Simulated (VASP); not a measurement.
Wanted: the native input for a VASP 6.6.1 run.

```
Task                   : single point
Functional             : PBE
Potentials or basis    : VASP PAW PBE potentials, release 64 (In_d, Si, H)
Cutoff                 : 500 eV
k mesh                 : 4 × 4 × 4
Occupations            : gaussian, width 0.15 eV
Spin                   : no spin polarisation
Dipole correction      : no
Further INCAR settings : ALGO = Normal; EDIFF = 1e-06; NBANDS = 24
```

The structure of In2SiH2 lies in POSCAR:

```
In2SiH2
1.0
   -2.0257936627      2.0257936627      4.7120773201
    2.0257936627     -2.0257936627      4.7120773201
    2.0257936627      2.0257936627     -4.7120773201
In Si H
2 1 2
Direct
    0.6430101748      0.6430101748      0.0000000000
    0.3112331447      0.3112331447      0.0000000000
    0.9706785422      0.9706785422      0.0000000000
    0.4667583541      0.9667583541      0.5000000000
    0.9667583541      0.4667583541      0.5000000000
```

One way to write it, as run:

INCAR

```
PREC = Accurate ; ENCUT = 500
EDIFF = 1E-6 ; ISMEAR = 0
SIGMA = 0.15 ; LREAL = False
LASPH = True ; NELM = 120
ALGO = Normal ; ISIF = 2
LWAVE = False ; LCHARG = True
GGA = PE ; LELF = True
LVHAR = True ; NBANDS = 24
GGA_COMPAT = False
```

KPOINTS

```
Automatic mesh
0
Gamma
  4 4 4
```

Potentials or basis: VASP PAW PBE potentials, release 64 (In_d, Si, H).

Run with:

```bash
$ cat potpaw_PBE.64/In_d/POTCAR potpaw_PBE.64/Si/POTCAR potpaw_PBE.64/H/POTCAR > POTCAR
$ mpirun -np 1 vasp_std > vasp.out
```

It gave:

| Item | Value |
| --- | --- |
| Pressure | -0.3 GPa |
| Largest force | 0.030 eV/Å |
| Band gap on the k mesh | zero (band 16 reaches 8.30 eV, above the bottom of band 17 at 6.09 eV) |

Caveat: the k points lie up to 0.55 Å⁻¹ apart; spin-orbit coupling is left out, which moves the levels of the heavy elements.

Wall time 73 s on 1 thread of Intel Xeon 8259CL (shared host), peak memory 0.24 GiB.
